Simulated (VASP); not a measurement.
# Al in VASP: relaxation of the atoms with PBE

Aim: the relaxation of the atoms of Al with PBE.

Everything below comes from runs of VASP 6.6.1. Logs are shortened: lines on timing, memory, paths and dates and some standing lists are left out, and cuts for length are marked.

### Step 1. The cell of the first run

The cell holds a slab with vacuum, 8 atoms: a = 2.854 Å, b = 2.854 Å, c = 31.421 Å, α = 90.00°, β = 90.00°, γ = 120.00°.

### Step 2. Relaxation of the atoms, PBE

Input file INCAR:

```
ALGO     = Normal         # electronic algorithm
DIPOL    = 0.5 0.5 0.500
EDIFF    = 1E-6           # SCF threshold, eV
EDIFFG   = -0.02          # ionic threshold
ENCUT    = 520            # plane-wave cutoff, eV
GGA      = PE             # functional
IBRION   = 2              # ionic algorithm
IDIPOL   = 3            
ISIF     = 2              # what is computed and relaxed
ISMEAR   = 0              # smearing method
LASPH    = T              # aspherical terms in the spheres
LCHARG   = F              # write CHGCAR
LDIPOL   = T            
LREAL    = F              # projectors in reciprocal space
LWAVE    = F              # write WAVECAR
NELM     = 100            # most SCF steps
NSW      = 80             # ionic steps
PREC     = Accurate       # precision mode
SIGMA    = 0.1            # smearing width, eV
```

Input file KPOINTS:

```
k-points
0
Gamma
  12 12 1
```

Input file POSCAR:

```
Al
1.0
    2.8543223330      0.0000000000      0.0000000000
   -1.4271611665      2.4719156509      0.0000000000
    0.0000000000      0.0000000000     31.4205870243
Al
8
Direct
    0.3333333333      0.6666666667      0.2386970044
    0.0000000000      0.0000000000      0.3133550032
    0.6666666667      0.3333333333      0.3880130019
    0.0000000000      0.0000000000      0.4626710006
    0.3333333333      0.6666666667      0.5373289994
    0.0000000000      0.0000000000      0.6119869981
    0.6666666667      0.3333333333      0.6866449968
    0.0000000000      0.0000000000      0.7613029956
```

Potentials or basis: VASP PAW PBE potentials, release 64 (Al).

Command:

```console
> cat potpaw_PBE.64/Al/POTCAR > POTCAR
> mpirun -np 1 vasp_std > vasp.out
```

OUTCAR:

```text
EDIFF = 1E-6
   EDIFFG = -0.02
   ENCUT = 520
   GGA = PE
   IBRION = 2
   ISIF = 2
   ISMEAR = 0
   LASPH = T
   LREAL = F
   NELM = 100
   NSW = 80
   PREC = Accurate

 ion  position               nearest neighbor table
   1  0.333  0.667  0.239-   2 2.87   2 2.87   2 2.87
   2  0.000  0.000  0.313-   3 2.87   3 2.87   3 2.87   1 2.87   1 2.87   1 2.87
   3  0.667  0.333  0.388-   2 2.87   4 2.87   2 2.87   4 2.87   2 2.87   4 2.87
   4  0.000  0.000  0.463-   3 2.87   3 2.87   3 2.87   5 2.87   5 2.87   5 2.87
   5  0.333  0.667  0.537-   6 2.87   6 2.87   6 2.87   4 2.87   4 2.87   4 2.87
   6  0.000  0.000  0.612-   5 2.87   7 2.87   5 2.87   7 2.87   7 2.87   5 2.87
   7  0.667  0.333  0.687-   6 2.87   6 2.87   6 2.87   8 2.87   8 2.87   8 2.87
   8  0.000  0.000  0.761-   7 2.87   7 2.87   7 2.87

  LATTYP: Found a hexagonal cell.
 ALAT       =     2.8543223330
 C/A-ratio  =    11.0080724454

  Lattice vectors:

 A1 = (   2.8543223330,   0.0000000000,   0.0000000000)
 A2 = (  -1.4271611665,   2.4719156509,   0.0000000000)
 A3 = (   0.0000000000,   0.0000000000,  31.4205870243)

Analysis of symmetry for initial positions (statically):
=====================================================================
 Subroutine PRICEL returns:
 Original cell was already a primitive cell.

 Routine SETGRP: Setting up the symmetry group for a
 hexagonal supercell.

 Subroutine GETGRP returns: Found  6 space group operations
 (whereof  6 operations were pure point group operations)
 out of a pool of 24 trial point group operations.

The static configuration has the point symmetry C_3v.

Analysis of symmetry for dynamics (positions and initial velocities):
=====================================================================
 Subroutine PRICEL returns:
 Original cell was already a primitive cell.

 Routine SETGRP: Setting up the symmetry group for a
 hexagonal supercell.

 Subroutine GETGRP returns: Found  6 space group operations
 (whereof  6 operations were pure point group operations)
 out of a pool of 24 trial point group operations.

The dynamic configuration has the point symmetry C_3v.

 Subroutine INISYM returns: Found  6 space group operations
 (whereof  6 operations are pure point group operations),
 and found     1 'primitive' translations

----------------------------------------------------------------------------------------

                                     Primitive cell

  volume of cell :     221.6925

  direct lattice vectors                    reciprocal lattice vectors
     2.854322333  0.000000000  0.000000000     0.350345856  0.202272274  0.000000000
    -1.427161166  2.471915651  0.000000000     0.000000000  0.404544548  0.000000000
     0.000000000  0.000000000 31.420587024     0.000000000  0.000000000  0.031826267

  length of vectors
     2.854322333  2.854322333 31.420587024     0.404544548  0.404544548  0.031826267

  position of ions in fractional coordinates (direct lattice)
     0.333333333  0.666666667  0.238697004
     0.000000000  0.000000000  0.313355003
     0.666666667  0.333333333  0.388013002
     0.000000000  0.000000000  0.462671001
     0.333333333  0.666666667  0.537328999
     0.000000000  0.000000000  0.611986998
     0.666666667  0.333333333  0.686644997
     0.000000000  0.000000000  0.761302996

  ion indices of the primitive-cell ions
   primitive index   ion index
                 1           1
                 2           2
                 3           3
                 4           4
                 5           5
                 6           6
                 7           7
                 8           8

----------------------------------------------------------------------------------------

 KPOINTS: k-points

Automatic generation of k-mesh.
 Grid dimensions read from file:
 generate k-points for:   12   12    1

 Generating k-lattice:

  Cartesian coordinates                     Fractional coordinates (reciprocal lattice)
     0.029195488  0.016856023  0.000000000     0.083333333 -0.000000000  0.000000000
     0.000000000  0.033712046  0.000000000     0.000000000  0.083333333  0.000000000
     0.000000000  0.000000000  0.031826267     0.000000000  0.000000000  1.000000000

  Length of vectors
     0.033712046  0.033712046  0.031826267

  Shift w.r.t. Gamma in fractional coordinates (k-lattice)
     0.000000000  0.000000000  0.000000000

 Subroutine IBZKPT returns following result:
 ===========================================

 Found     19 irreducible k-points:

 Following reciprocal coordinates:
            Coordinates               Weight
  0.000000  0.000000  0.000000      1.000000
  0.083333  0.000000  0.000000      6.000000
  0.166667  0.000000  0.000000      6.000000
  0.250000  0.000000  0.000000      6.000000
  0.333333  0.000000  0.000000      6.000000
  0.416667  0.000000  0.000000      6.000000
[... 11 lines left out ...]
  0.333333  0.250000  0.000000     12.000000
  0.333333  0.333333  0.000000      2.000000
   k-points           NKPTS =     19   k-points in BZ     NKDIM =     19   number of bands    NBANDS=     17
   number of dos      NEDOS =    301   number of ions     NIONS =      8
   total plane-waves  NPLWV = 138240
   dimension x,y,z NGX =    24 NGY =   24 NGZ =  240
   dimension x,y,z NGXF=    48 NGYF=   48 NGZF=  480
   ions per type =               8
   NGX,Y,Z   is equivalent  to a cutoff of  13.98, 13.98, 12.70 a.u.
   NGXF,Y,Z  is equivalent  to a cutoff of  27.96, 27.96, 25.40 a.u.
 SYSTEM =  unknown system
   PREC   = accura    normal or accurate (medium, high low for compatibility)
   ISTART =      0    job   : 0-new  1-cont  2-samecut
   ICHARG =      2    charge: 1-file 2-atom 10-const
   ISPIN  =      1    spin polarized calculation?
   LNONCOLLINEAR =      F non collinear calculations
   LSORBIT =      F    spin-orbit coupling
   LASPH  =      T    aspherical Exc in radial PAW
   ENCUT  =  520.0 eV  38.22 Ry    6.18 a.u.   5.31  5.31 58.42*2*pi/ulx,y,z
   NELM   =    100;   NELMIN=  2; NELMDL= -5     # of ELM steps
   EDIFF  = 0.1E-05   stopping-criterion for ELM
   LREAL  =      F    real-space projection
   EDIFFG = -.2E-01   stopping-criterion for IOM
   NSW    =     80    number of steps for IOM
   IBRION =      2    ionic relax: 0-MD 1-quasi-New 2-CG
   NFREE  =      1    steps in history (QN), initial steepest desc. (CG)
   ISIF   =      2    stress and relaxation
   ISYM   =      2    0-nonsym 1-usesym 2-fastsym
   POTIM  = 0.5000    time-step for ionic-motion
   TEBEG  =    0.0;   TEEND  =   0.0 temperature during run
   PSTRESS=    0.0 pullay stress
   NELECT =      24.0000    total number of electrons
   NUPDOWN=      -1.0000    fix difference up-down
   EMIN   =  10.00;   EMAX   =-10.00  energy-range for DOS
   EFERMI =   0.00;   METHOD = LEGACY
   ISMEAR =     0;   SIGMA  =   0.10  broadening in eV -4-tet -1-fermi 0-gaus
   EFERMI_NEDOS =   21; number of points for ismear=-14 and -15
   IALGO  =     38    algorithm
   IMIX   =      4    mixing-type and parameters
     AMIX     =   0.40;   BMIX     =  1.00
     AMIX_MAG =   1.60;   BMIX_MAG =  1.00
  volume/ion in A,a.u.               =      27.71       187.01
  Fermi-wavevector in a.u.,A,eV,Ry     =   0.780240  1.474440  8.282881  0.608775
  Thomas-Fermi vector in A             =   1.883510
   LORBIT       =      0    0 simple, 1 ext, 2 COOP (PROOUT), +10 PAW based schemes
   GGA     = PE    functional components
   LHFCALC =     F    Hartree Fock is set to
   AEXX    =    0.0000 exact exchange contribution
   IVDW    =     0    specifies the selected vdW correction
   LEPSILON=     F    determine dielectric tensor
   LRPA    =     F    only Hartree local field effects (RPA)
 conjugate gradient relaxation of ions
 non-spin polarized calculation
 Gauss-broadening in eV      SIGMA  =   0.10
  energy-cutoff  :      520.00
  volume of cell :      221.69
 maximum number of plane-waves:      6021
 NGX is ok and might be reduce to    24
   NGX = 11   NGY = 11   NGZ =117

--------------------------------------- Ionic step        1  -------------------------------------------

 number of electron      24.0000000 magnetization

 Free energy of the ion-electron system (eV)
  ---------------------------------------------------
  ext. energy  EPLUGINS =         0.00000000
  ---------------------------------------------------
  free energy    TOTEN  =       -29.18153292 eV

  energy without entropy =      -29.16966019  energy(sigma->0) =      -29.17559656

------------------------ aborting loop because EDIFF is reached ----------------------------------------

  FORCE on cell =-STRESS in cart. coord.  units (eV):
  Direction    XX          YY          ZZ          XY          YZ          ZX
  --------------------------------------------------------------------------------------
  -------------------------------------------------------------------------------------
  Total       -1.3170087     -1.3170087      0.5167096     -0.0000000     -0.0000000      0.0000000
  in kB       -9.5180562     -9.5180562      3.7342735     -0.0000000     -0.0000000      0.0000000
  external PRESSURE =      -5.1006129 kB  Pullay stress =       0.0000000 kB
[... 149 lines left out ...]
  FREE ENERGIE OF THE ION-ELECTRON SYSTEM (eV)
  ---------------------------------------------------
  free  energy   TOTEN  =       -29.1848335643 eV

  energy  without entropy=      -29.1738938842  energy(sigma->0) =      -29.17936372

 dipolmoment           0.000000      0.000000      0.002765 electrons x Angstroem

--------------------------------------- Ionic step        5  -------------------------------------------

 number of electron      24.0000000 magnetization

 dipolmoment           0.000000      0.000000     -0.001436 electrons x Angstroem

 Free energy of the ion-electron system (eV)
  ---------------------------------------------------
  ext. energy  EPLUGINS =         0.00000000
  ---------------------------------------------------
  free energy    TOTEN  =       -29.18543928 eV

  energy without entropy =      -29.17547547  energy(sigma->0) =      -29.18045737

 E-fermi :   3.0817     XC(G=0):  -6.7014

 val. band max:        3.0243992719   @ k =   0.1667   0.0000   0.0000
 cond. band min:       3.1374377250   @ k =   0.2500   0.2500   0.0000
 fundamental gap:      0.1130384531
 Fermi energy:         3.0817432004

 k-point     1 :       0.0000    0.0000    0.0000
  band No.  band energies     occupation
      1      -7.8512      2.00000
      2      -7.5398      2.00000
      3      -7.0779      2.00000
      4      -6.4174      2.00000
      5      -5.6111      2.00000
      6      -4.6257      2.00000
[... 359 lines left out ...]
      6       0.3215      2.00000
[... 9 lines left out ...]
     16       2.8057      1.99991
     17       3.2980      0.00222

------------------------ aborting loop because EDIFF is reached ----------------------------------------

 vacuum level on the upper side and lower side of the slab       (xc-potential included)        -0.357        -0.253

  FORCE on cell =-STRESS in cart. coord.  units (eV):
  Direction    XX          YY          ZZ          XY          YZ          ZX
  --------------------------------------------------------------------------------------
  -------------------------------------------------------------------------------------
  Total       -1.4117701     -1.4117701      0.2266039      0.0000000      0.0000000      0.0000000
  in kB      -10.2028991    -10.2028991      1.6376726      0.0000000      0.0000000      0.0000000
  external PRESSURE =      -6.2560418 kB  Pullay stress =       0.0000000 kB
[... 23 lines left out ...]
  FREE ENERGIE OF THE ION-ELECTRON SYSTEM (eV)
  ---------------------------------------------------
  free  energy   TOTEN  =       -29.1854392794 eV

  energy  without entropy=      -29.1754754662  energy(sigma->0) =      -29.18045737

 reached required accuracy - stopping structural energy minimisation

 vacuum level on the upper side and lower side of the slab         6.942         6.995
```

Wall time 5 min (1 thread of Intel Xeon Platinum 8259CL at 2.50GHz (Skylake/Cascade Lake), shared host); peak memory 0.39 GiB.

Results:

- Free energy: -29.1854 eV
- Energy gained by relaxing: 0.5 meV/atom
- Ionic steps: 5
- Largest force after relaxing: 0.016 eV/Å
- Band gap on the k mesh: zero (bands 12 and 13 overlap by 3.21 eV)

Forces on the atoms (eV/Å):
```
Al   0.000  0.000 -0.008
Al   0.000  0.000  0.005
Al   0.000  0.000 -0.013
Al   0.000  0.000  0.001
Al   0.000  0.000 -0.013
Al   0.000  0.000  0.005
Al   0.000  0.000  0.016
Al   0.000  0.000  0.007
```

Step by step:
```csv
step,energy change (eV),largest force (eV/Å),pressure (GPa)
1,0.0000,0.1221,-0.51
2,-0.0015,0.0936,-0.53
3,-0.0028,0.0668,-0.56
4,-0.0033,0.0480,-0.58
5,-0.0039,0.0160,-0.63
```

Final structure:
```
Al
1.0
     2.85432    0.00000    0.00000
    -1.42716    2.47192    0.00000
     0.00000    0.00000   31.42059
Al
8
Direct
  0.33333 0.66667 0.23827
  0.00000 0.00000 0.31335
  0.66667 0.33333 0.38834
  0.00000 0.00000 0.46301
  0.33333 0.66667 0.53690
  0.00000 0.00000 0.61152
  0.66667 0.33333 0.68622
  0.00000 0.00000 0.76239
```

Levels at points of the mesh, in eV from the Fermi level:
```
           k point  band 7  band 8  band 9  band 10  band 11  band 12  band 13  band 14  band 15  band 16
(0.00, 0.00, 0.00)   -6.57   -5.22   -3.88    -2.28    -0.67     0.98     2.49     3.60     3.94     5.19
(0.50, 0.00, 0.00)   -3.71   -3.64   -2.81    -2.71    -2.02    -1.69    -0.76    -0.59     0.56     0.71
```

The gap in the log of VASP goes by the Fermi energy; the results here count the filled bands.